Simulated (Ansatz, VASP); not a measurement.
GaSb3 in VASP and in Ansatz

File INCAR:

```
SYSTEM = GaSb3
ALGO     = Normal         ! electronic algorithm
EDIFF    = 1E-6           ! SCF threshold, eV
ENCUT    = 520            ! plane-wave cutoff, eV
GGA      = PS             ! functional
ISIF     = 2              ! what is computed and relaxed
ISMEAR   = 0              ! smearing method
IVDW     = 12             ! dispersion correction
LASPH    = .True.         ! aspherical terms in the spheres
LCHARG   = .True.         ! write CHGCAR
LELF     = .True.         ! ELF
LREAL    = .False.        ! projectors in reciprocal space
LVHAR    = .True.       
LWAVE    = .False.        ! write WAVECAR
NBANDS   = 22             ! bands
NELM     = 100            ! most SCF steps
PREC     = Accurate       ! precision mode
SIGMA    = 0.15           ! smearing width, eV
```

File KPOINTS:

```
k-points
0
Gamma
  12 12 12
  0 0 0
```

POSCAR

```
GaSb3
1.0
    0.0000000000      3.5855047185      3.5855047185
    3.5855047185      0.0000000000      3.5855047185
    3.5855047185      3.5855047185      0.0000000000
Ga Sb
1 3
Direct
    0.0418351144      0.0418351144     -0.0418351144
    0.2500000000      0.2500000000      0.2500000000
    0.7500000000      0.7500000000      0.7500000000
    0.5000000000      0.5000000000      0.5000000000
```

Input for Ansatz:

```yaml
crystal:
  lattice:
    - [0.0, 3.5855047185, 3.5855047185]
    - [3.5855047185, 0.0, 3.5855047185]
    - [3.5855047185, 3.5855047185, 0.0]
  atoms:
    - { symbol: Ga, position: [0.0418351144, 0.0418351144, -0.0418351144] }
    - { symbol: Sb, position: [0.25, 0.25, 0.25] }
    - { symbol: Sb, position: [0.75, 0.75, 0.75] }
    - { symbol: Sb, position: [0.5, 0.5, 0.5] }
basis:
  ecutwfc: 420
kpoints:
  mp_grid: { grid: [12, 12, 12] }
hamiltonian:
  xc: pbesol
  dispersion: d3bj
scf:
  occupations: { method: gaussian, width: 0.15 }
output:
  forces: true
  stress: true
  eigenvalues: true
```

Alike in both runs: task single point; functional PBEsol; dispersion D3(BJ); k mesh 12 × 12 × 12; occupations gaussian, width 0.15 eV; no spin polarisation.

|  | VASP | Ansatz |
| --- | --- | --- |
| version | VASP 6.6.1 | Ansatz 0.2.0 |
| potentials or method | VASP PAW PBE potentials, release 64 (Ga_d, Sb), cutoff 520 eV | scalar-relativistic, plane waves, PAW |
| valence electrons in the cell | 28 | 58 |

Ansatz gave:

| Property | Result |
| --- | --- |
| gap on the k mesh at the Fermi level (eV) | none |
| pressure (GPa) | 1.2 |
| traceless stress, the component that is largest in VASP (GPa) | -0.38 |
| rms of the force components (eV/Å) | 0.220 |

Estimate VASP's values.

gap on the k mesh at the Fermi level (eV): none; pressure (GPa): 1.3; traceless stress, the component that is largest in VASP (GPa): -0.39; rms of the force components (eV/Å): 0.223.

VASP's potentials were made for PBE, not for PBEsol. Atom by atom the forces differ by 0.003 eV/Å (rms over components). A gap of «none» marks a metal or a gap that the smearing closes. VASP's potentials hold 28 valence electrons a cell and Ansatz's 58, so a difference there can come from the potentials and not from the codes.

Neither program's run includes spin-orbit coupling.
